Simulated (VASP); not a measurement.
# TaPSe4 (F-43m) in VASP: further runs

TaPSe4 is run at these levels: PBE; tasks: single point, relaxation of cell and atoms.

Program: VASP 6.6.1. These are calculated values, not measurements. Logs are shortened: lines on timing, memory, paths and dates and some standing lists are left out, and cuts for length are marked.

**1. The cell of the first run**

The structure is cubic, space group F-43m (No. 216). Conventional cell: a = 7.762 Å, b = 7.762 Å, c = 7.762 Å, α = 90.00°, β = 90.00°, γ = 90.00°. Within 4.2 Å of Ta (site symmetry -43m) lie 12 Se at 3.22 Å and 4 P at 3.36 Å. Within 4.2 Å of P (site symmetry -43m) lie 12 Se at 3.22 Å and 4 Ta at 3.36 Å. Within 3.6 Å of Se (site symmetry 3m) lie 6 Se at 2.73 to 2.76 Å and 3 Ta at 3.22 Å and 3 P at 3.22 Å.

**2. Single point, PBE**

INCAR

```
PREC     = Accurate       # precision mode
ENCUT    = 520            # plane-wave cutoff, eV
EDIFF    = 1E-7           # SCF threshold, eV
ISMEAR   = 0              # smearing method
SIGMA    = 0.1            # smearing width, eV
LREAL    = F              # projectors in reciprocal space
LASPH    = T              # aspherical terms in the spheres
NELM     = 100            # most SCF steps
ALGO     = Normal         # electronic algorithm
ISIF     = 2              # what is computed and relaxed
LWAVE    = F              # write WAVECAR
LCHARG   = T              # write CHGCAR
GGA      = PE             # functional
LELF     = T              # ELF
LVHAR    = T            
NBANDS   = 29             # bands
```

KPOINTS

```
regular mesh
0
Gamma
  8 8 8
```

POSCAR

```
TaPSe4
1.0
    0.0000000000      3.8809887507      3.8809887507
    3.8809887507      0.0000000000      3.8809887507
    3.8809887507      3.8809887507      0.0000000000
Ta P Se
1 1 4
Direct
    0.0000000000      0.0000000000      0.0000000000
    0.2500000000      0.2500000000      0.2500000000
    0.6258018474      0.6258018474      0.1225944578
    0.6258018474      0.1225944578      0.6258018474
    0.1225944578      0.6258018474      0.6258018474
    0.6258018474      0.6258018474      0.6258018474
```

Potentials or basis: VASP PAW PBE potentials, release 64 (Ta_pv, P, Se).

Run with:

```console
cat potpaw_PBE.64/Ta_pv/POTCAR potpaw_PBE.64/P/POTCAR potpaw_PBE.64/Se/POTCAR > POTCAR
mpirun -np 1 vasp_std > vasp.out
```

OUTCAR:

```text
PREC = Accurate
   ENCUT = 520
   EDIFF = 1E-7
   ISMEAR = 0
   LREAL = F
   LASPH = T
   NELM = 100
   ISIF = 2
   GGA = PE

 ion  position               nearest neighbor table
   1  0.000  0.000  0.000-
   2  0.250  0.250  0.250-
   3  0.626  0.626  0.123-   4 2.73   5 2.73   6 2.73   6 2.76   4 2.76   5 2.76
   4  0.626  0.123  0.626-   3 2.73   5 2.73   6 2.73   3 2.76   6 2.76   5 2.76
   5  0.123  0.626  0.626-   3 2.73   4 2.73   6 2.73   6 2.76   3 2.76   4 2.76
   6  0.626  0.626  0.626-   3 2.73   4 2.73   5 2.73   3 2.76   4 2.76   5 2.76

  LATTYP: Found a face centered cubic cell.
 ALAT       =     7.7619775014

  Lattice vectors:

 A1 = (   0.0000000000,   3.8809887507,   3.8809887507)
 A2 = (   3.8809887507,   0.0000000000,   3.8809887507)
 A3 = (   3.8809887507,   3.8809887507,   0.0000000000)

Analysis of symmetry for initial positions (statically):
=====================================================================
 Subroutine PRICEL returns:
 Original cell was already a primitive cell.

 Routine SETGRP: Setting up the symmetry group for a
 face centered cubic supercell.

 Subroutine GETGRP returns: Found 24 space group operations
 (whereof 24 operations were pure point group operations)
 out of a pool of 48 trial point group operations.

The static configuration has the point symmetry T_d .

Analysis of symmetry for dynamics (positions and initial velocities):
=====================================================================
 Subroutine PRICEL returns:
 Original cell was already a primitive cell.

 Routine SETGRP: Setting up the symmetry group for a
 face centered cubic supercell.

 Subroutine GETGRP returns: Found 24 space group operations
 (whereof 24 operations were pure point group operations)
 out of a pool of 48 trial point group operations.

The dynamic configuration has the point symmetry T_d .

 Subroutine INISYM returns: Found 24 space group operations
 (whereof 24 operations are pure point group operations),
 and found     1 'primitive' translations

----------------------------------------------------------------------------------------

                                     Primitive cell

  volume of cell :     116.9115

  direct lattice vectors                    reciprocal lattice vectors
     0.000000000  3.880988751  3.880988751    -0.128833148  0.128833148  0.128833148
     3.880988751  0.000000000  3.880988751     0.128833148 -0.128833148  0.128833148
     3.880988751  3.880988751  0.000000000     0.128833148  0.128833148 -0.128833148

  length of vectors
     5.488546927  5.488546927  5.488546927     0.223145559  0.223145559  0.223145559

  position of ions in fractional coordinates (direct lattice)
     0.000000000  0.000000000  0.000000000
     0.250000000  0.250000000  0.250000000
     0.625801847  0.625801847  0.122594458
     0.625801847  0.122594458  0.625801847
     0.122594458  0.625801847  0.625801847
     0.625801847  0.625801847  0.625801847

  ion indices of the primitive-cell ions
   primitive index   ion index
                 1           1
                 2           2
                 3           3
                 4           4
                 5           5
                 6           6

----------------------------------------------------------------------------------------

 KPOINTS: regular mesh

Automatic generation of k-mesh.
 Grid dimensions read from file:
 generate k-points for:    8    8    8

 Generating k-lattice:

  Cartesian coordinates                     Fractional coordinates (reciprocal lattice)
    -0.016104144  0.016104144  0.016104144     0.125000000  0.000000000  0.000000000
     0.016104144 -0.016104144  0.016104144     0.000000000  0.125000000  0.000000000
     0.016104144  0.016104144 -0.016104144     0.000000000  0.000000000  0.125000000

  Length of vectors
     0.027893195  0.027893195  0.027893195

  Shift w.r.t. Gamma in fractional coordinates (k-lattice)
     0.000000000  0.000000000  0.000000000

 Subroutine IBZKPT returns following result:
 ===========================================

 Found     29 irreducible k-points:

 Following reciprocal coordinates:
            Coordinates               Weight
  0.000000  0.000000  0.000000      1.000000
  0.125000  0.000000  0.000000      8.000000
  0.250000  0.000000  0.000000      8.000000
  0.375000  0.000000  0.000000      8.000000
  0.500000  0.000000  0.000000      4.000000
  0.125000  0.125000  0.000000      6.000000
[... 16 lines left out ...]
  0.500000  0.250000  0.125000     48.000000
 -0.375000  0.250000  0.125000     24.000000
 [... further k-points ...]
   k-points           NKPTS =     29   k-points in BZ     NKDIM =     29   number of bands    NBANDS=     29
   number of dos      NEDOS =    301   number of ions     NIONS =      6
   total plane-waves  NPLWV =  74088
   dimension x,y,z NGX =    42 NGY =   42 NGZ =   42
   dimension x,y,z NGXF=    84 NGYF=   84 NGZF=   84
   ions per type =               1   1   4
   NGX,Y,Z   is equivalent  to a cutoff of  12.72, 12.72, 12.72 a.u.
   NGXF,Y,Z  is equivalent  to a cutoff of  25.44, 25.44, 25.44 a.u.
 SYSTEM =  unknown system
   PREC   = accura    normal or accurate (medium, high low for compatibility)
   ISTART =      0    job   : 0-new  1-cont  2-samecut
   ICHARG =      2    charge: 1-file 2-atom 10-const
   ISPIN  =      1    spin polarized calculation?
   LNONCOLLINEAR =      F non collinear calculations
   LSORBIT =      F    spin-orbit coupling
   LASPH  =      T    aspherical Exc in radial PAW
   ENCUT  =  520.0 eV  38.22 Ry    6.18 a.u.  10.21 10.21 10.21*2*pi/ulx,y,z
   NELM   =    100;   NELMIN=  2; NELMDL= -5     # of ELM steps
   EDIFF  = 0.1E-06   stopping-criterion for ELM
   LREAL  =      F    real-space projection
   EDIFFG = 0.1E-05   stopping-criterion for IOM
   NSW    =      0    number of steps for IOM
   IBRION =     -1    ionic relax: 0-MD 1-quasi-New 2-CG
   NFREE  =      0    steps in history (QN), initial steepest desc. (CG)
   ISIF   =      2    stress and relaxation
   ISYM   =      2    0-nonsym 1-usesym 2-fastsym
   POTIM  = 0.5000    time-step for ionic-motion
   TEBEG  =    0.0;   TEEND  =   0.0 temperature during run
   PSTRESS=    0.0 pullay stress
   NELECT =      40.0000    total number of electrons
   NUPDOWN=      -1.0000    fix difference up-down
   EMIN   =  10.00;   EMAX   =-10.00  energy-range for DOS
   EFERMI =   0.00;   METHOD = LEGACY
   ISMEAR =     0;   SIGMA  =   0.10  broadening in eV -4-tet -1-fermi 0-gaus
   EFERMI_NEDOS =   21; number of points for ismear=-14 and -15
   IALGO  =     38    algorithm
   IMIX   =      4    mixing-type and parameters
     AMIX     =   0.40;   BMIX     =  1.00
     AMIX_MAG =   1.60;   BMIX_MAG =  1.00
  volume/ion in A,a.u.               =      19.49       131.49
  Fermi-wavevector in a.u.,A,eV,Ry     =   1.145010  2.163754 17.837876  1.311047
  Thomas-Fermi vector in A             =   2.281700
   LORBIT       =      0    0 simple, 1 ext, 2 COOP (PROOUT), +10 PAW based schemes
   GGA     = PE    functional components
   LHFCALC =     F    Hartree Fock is set to
   AEXX    =    0.0000 exact exchange contribution
   IVDW    =     0    specifies the selected vdW correction
   LEPSILON=     F    determine dielectric tensor
   LRPA    =     F    only Hartree local field effects (RPA)
 non-spin polarized calculation
 Gauss-broadening in eV      SIGMA  =   0.10
  energy-cutoff  :      520.00
  volume of cell :      116.91
 maximum number of plane-waves:      3180
 NGX is ok and might be reduce to    42
   NGX = 21   NGY = 21   NGZ = 21

 number of electron      40.0000004 magnetization

 Free energy of the ion-electron system (eV)
  ---------------------------------------------------
  ext. energy  EPLUGINS =         0.00000000
  ---------------------------------------------------
  free energy    TOTEN  =       -24.72201386 eV

  energy without entropy =      -24.69050575  energy(sigma->0) =      -24.70625980

 E-fermi :   6.4725     XC(G=0): -10.9302

 val. band max:        6.4586977321   @ k =   0.5000   0.2500   0.1250
 cond. band min:       6.5467769235   @ k =  -0.3750   0.2500   0.1250
 fundamental gap:      0.0880791914
 Fermi energy:         6.4724552063

 k-point     1 :       0.0000    0.0000    0.0000
  band No.  band energies     occupation
      1     -29.5712      2.00000
      2     -29.5712      2.00000
      3     -29.5712      2.00000
      4     -10.6487      2.00000
      5      -6.0758      2.00000
      6      -6.0758      2.00000
[... 21 lines left out ...]
     28       9.1897      0.00000
     29       9.1897      0.00000

 k-point     2 :       0.1250    0.0000    0.0000
  band No.  band energies     occupation
      1     -29.5714      2.00000
      2     -29.5712      2.00000
      3     -29.5712      2.00000
      4     -10.5671      2.00000
      5      -6.4281      2.00000
      6      -6.0997      2.00000
[... 21 lines left out ...]
     28       9.2190      0.00000
     29       9.2190      0.00000

 k-point     3 :       0.2500    0.0000    0.0000
  band No.  band energies     occupation
      1     -29.5717      2.00000
      2     -29.5713      2.00000
      3     -29.5713      2.00000
      4     -10.3359      2.00000
      5      -7.1518      2.00000
      6      -6.1557      2.00000
[... 21 lines left out ...]
     28       9.5296      0.00000
     29       9.5296      0.00000

 k-point     4 :       0.3750    0.0000    0.0000
  band No.  band energies     occupation
      1     -29.5720      2.00000
      2     -29.5713      2.00000
      3     -29.5713      2.00000
      4     -10.0180      2.00000
      5      -7.8441      2.00000
      6      -6.2093      2.00000
[... 597 lines left out ...]
     28       9.0199      0.00000
     29       9.2648      0.00000

 k-point    23 :       0.5000    0.2500    0.1250
  band No.  band energies     occupation
      1     -29.5719      2.00000
      2     -29.5715      2.00000
      3     -29.5714      2.00000
      4      -9.8109      2.00000
      5      -8.0850      2.00000
      6      -6.4330      2.00000
[... 21 lines left out ...]
     28       8.7152      0.00000
     29       9.2904      0.00000

 k-point    24 :      -0.3750    0.2500    0.1250
  band No.  band energies     occupation
      1     -29.5720      2.00000
      2     -29.5716      2.00000
      3     -29.5714      2.00000
      4      -9.6117      2.00000
      5      -8.3720      2.00000
      6      -6.4733      2.00000
[... 21 lines left out ...]
     28       8.6522      0.00000
     29       9.2778      0.00000

 [... further k-points ...]

------------------------ aborting loop because EDIFF is reached ----------------------------------------

  FORCE on cell =-STRESS in cart. coord.  units (eV):
  Direction    XX          YY          ZZ          XY          YZ          ZX
  --------------------------------------------------------------------------------------
  -------------------------------------------------------------------------------------
  Total        0.0399203      0.0399203      0.0399203      0.0000000      0.0000000      0.0000000
  in kB        0.5470756      0.5470756      0.5470756      0.0000000      0.0000000      0.0000000
  external PRESSURE =       0.5470756 kB  Pullay stress =       0.0000000 kB

 VOLUME and BASIS-vectors are now :
 -----------------------------------------------------------------------------
  energy-cutoff  :      520.00
  volume of cell :      116.91
      direct lattice vectors                 reciprocal lattice vectors
     0.000000000  3.880988751  3.880988751    -0.128833148  0.128833148  0.128833148
     3.880988751  0.000000000  3.880988751     0.128833148 -0.128833148  0.128833148
     3.880988751  3.880988751  0.000000000     0.128833148  0.128833148 -0.128833148

 POSITION                                       TOTAL-FORCE (eV/Angst)
 -----------------------------------------------------------------------------------
      0.00000      0.00000      0.00000        -0.000000     -0.000000     -0.000000
      1.94049      1.94049      1.94049        -0.000000     -0.000000     -0.000000
      2.90452      2.90452      4.85746         0.002565      0.002565     -0.002565
      2.90452      4.85746      2.90452         0.002565     -0.002565      0.002565
      4.85746      2.90452      2.90452        -0.002565      0.002565      0.002565
      4.85746      4.85746      4.85746        -0.002565     -0.002565     -0.002565
 -----------------------------------------------------------------------------------
    total drift:                                0.000000      0.000000      0.000000

  FREE ENERGIE OF THE ION-ELECTRON SYSTEM (eV)
  ---------------------------------------------------
  free  energy   TOTEN  =       -24.7220138561 eV

  energy  without entropy=      -24.6905057530  energy(sigma->0) =      -24.70625980
```

Wall time 2.5 min (1 thread of Intel Xeon Platinum 8488C (Sapphire Rapids), shared host); peak memory 0.31 GiB.

What came out:

```
Free energy            : -24.7220 eV
Pressure               : 0.1 GPa
Largest force          : 0.004 eV/Å
Band gap on the k mesh : zero (band 20 reaches 7.49 eV, above the bottom of band 21 at 5.59 eV)
```

Forces on the atoms (eV/Å):
```
Ta   0.000  0.000  0.000
P    0.000  0.000  0.000
Se   0.003  0.003 -0.003
Se   0.003 -0.003  0.003
Se  -0.003  0.003  0.003
Se  -0.003 -0.003 -0.003
```

Levels at points of the mesh, in eV from the Fermi level:
| k point | band 16 | band 17 | band 18 | band 19 | band 20 | band 21 | band 22 | band 23 | band 24 | band 25 |
| --- | --- | --- | --- | --- | --- | --- | --- | --- | --- | --- |
| (0.00, 0.00, 0.00) | -1.63 | -1.63 | -0.29 | 1.01 | 1.01 | 1.01 | 1.48 | 1.48 | 1.48 | 1.49 |
| (0.50, 0.00, 0.00) | -2.93 | -2.93 | -0.77 | -0.14 | -0.14 | 0.18 | 0.96 | 0.96 | 1.41 | 1.41 |
| (0.50, 0.50, 0.00) | -3.06 | -2.54 | -2.46 | -0.89 | -0.89 | -0.88 | 0.66 | 1.20 | 1.77 | 1.77 |

Caveat: spin-orbit coupling is left out, which moves the levels of the heavy elements.

[end of part 1 of 2]
